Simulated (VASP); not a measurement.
Set up this calculation in VASP 6.6.1, as the native input.

```yaml
Task: single point
Functional: PBE
Potentials_or_basis: VASP PAW PBE potentials, release 64 (Te, Nb_sv)
Cutoff: 520 eV
k_mesh: 3 × 3 × 2
Occupations: gaussian, width 0.1 eV
Spin: no spin polarisation
Dipole_correction: no
Further_INCAR_settings: ALGO = Normal; EDIFF = 1e-07; NBANDS = 48
```

The structure of NbTe lies in POSCAR:

```
NbTe
1.0
    5.9269710000      1.0289780000     -0.0019950000
    0.3200110000      4.7513530000     -0.0496900000
    0.5702270000     -0.1881730000      7.2030420000
Te Nb
4 4
Direct
    0.6287238074      0.3755907810      0.6151007324
    0.6072341632      0.6678968479      0.9585715628
    0.4009716419      0.9311843528      0.5073180871
    0.9522346439      0.9441594092      0.0466121104
    0.9287523984      0.8009193843      0.6468011078
    0.8840734003      0.4737191939      0.2760448756
    0.3901535873      0.4223906599      0.2704244885
    0.2949753884      0.2238098643      0.8803858964
```

One way to write it, as run:

INCAR

```
  ALGO = Normal
  EDIFF = 1E-7
  ENCUT = 520
  GGA = PE
  ISIF = 2
  ISMEAR = 0
  LASPH = True
  LCHARG = False
  LREAL = False
  LWAVE = False
  NBANDS = 48
  NELM = 80
  PREC = Accurate
  SIGMA = 0.1
```

KPOINTS

```
k-points
0
Gamma
  3 3 2
```

Potentials or basis: VASP PAW PBE potentials, release 64 (Te, Nb_sv).

Command:

```bash
$ cat potpaw_PBE.64/Te/POTCAR potpaw_PBE.64/Nb_sv/POTCAR > POTCAR
$ mpirun -np 1 vasp_std > vasp.out
```

It gave:

| Quantity | Value |
| --- | --- |
| Pressure | -3.6 GPa |
| Largest force | 3.251 eV/Å |
| Band gap on the k mesh | zero (bands 38 and 39 overlap by 0.16 eV) |

Caveat: the k points lie up to 0.45 Å⁻¹ apart; spin-orbit coupling is left out, which moves the levels of the heavy elements.

It took 5.4 min on 1 thread of Intel Xeon 8259CL (shared host), peak memory 0.32 GiB.
